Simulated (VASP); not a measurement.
SiNi:

```
Ni Si
1.0
     5.17310    0.00000    0.00000
     0.00000    3.33810    0.00000
     0.00000    0.00000    5.60490
Ni Si
4 4
Direct
  0.99221 0.75000 0.81248
  0.50779 0.25000 0.31248
  0.49221 0.75000 0.68752
  0.00779 0.25000 0.18752
  0.67872 0.25000 0.91750
  0.82128 0.75000 0.41750
  0.17872 0.25000 0.58250
  0.32128 0.75000 0.08250
```

Base run:

| Property | Result |
| --- | --- |
| Program | VASP 6.6.1 |
| Functional | r2SCAN |
| Potentials or basis | VASP PAW PBE potentials, release 64 (Ni, Si) |
| Cutoff | 520 eV |
| k mesh | 5 × 8 × 5 |
| Occupations | fermi-dirac, width 0.05 eV |
| Spin | collinear spin, ferromagnetic start |
| Starting moments | [1.0, 1.0, 1.0, 1.0, 0.0, 0.0, 0.0, 0.0] μB |

Its results: band gap on the k mesh zero (filled and empty bands overlap); pressure -3.2 GPa; net moment 0.00 μB per cell; largest force 0.141 eV/Å.

**Question.** The run is repeated on the same cell with these changes: functional from r2SCAN to BLYP. What comes out?

**Answer.** Band gap on the k mesh zero (filled and empty bands overlap); pressure 10.4 GPa; net moment 0.00 μB per cell; largest force 0.147 eV/Å.

Caveats: the moments typed at the start vanished in this run; the PAW data sets were made with another functional, which shifts forces and pressure a little; the cell stands under tension (at least some runs); the cell stands under pressure (at least some runs).
